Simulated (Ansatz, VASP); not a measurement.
# Two plane-wave programs on InSb

```
CELL_PARAMETERS angstrom
3.07666 0.00000 0.00000
0.00000 3.07666 0.00000
0.00000 0.00000 6.21547
ATOMIC_POSITIONS crystal
In 0.00000 0.00000 0.00000
Sb 0.00000 0.00000 0.50000
```

Alike in both runs: task single point; functional PBE; k mesh 14 × 14 × 8; occupations gaussian, width 0.02 eV; no spin polarisation.

|  | VASP | Ansatz |
| --- | --- | --- |
| version | VASP 6.6.1 | Ansatz 0.2.0 |
| potentials or method | VASP PAW PBE potentials, release 64 (In_d, Sb), cutoff 520 eV | scalar-relativistic, plane waves, PAW |
| valence electrons in the cell | 18 | 28 |

VASP gave:

| Item | Value |
| --- | --- |
| gap on the k mesh at the Fermi level (eV) | none |
| pressure (GPa) | 0.5 |
| traceless stress, the component that is largest in VASP (GPa) | -0.11 |

Question: What did Ansatz give for the same quantities?

Answer: gap on the k mesh at the Fermi level (eV): none; pressure (GPa): 0.5; traceless stress, the component that is largest in VASP (GPa): -0.10.

A gap of «none» marks a metal or a gap that the smearing closes. VASP's potentials hold 18 valence electrons a cell and Ansatz's 28, so a difference there can come from the potentials and not from the codes.

Spin-orbit coupling is off throughout.
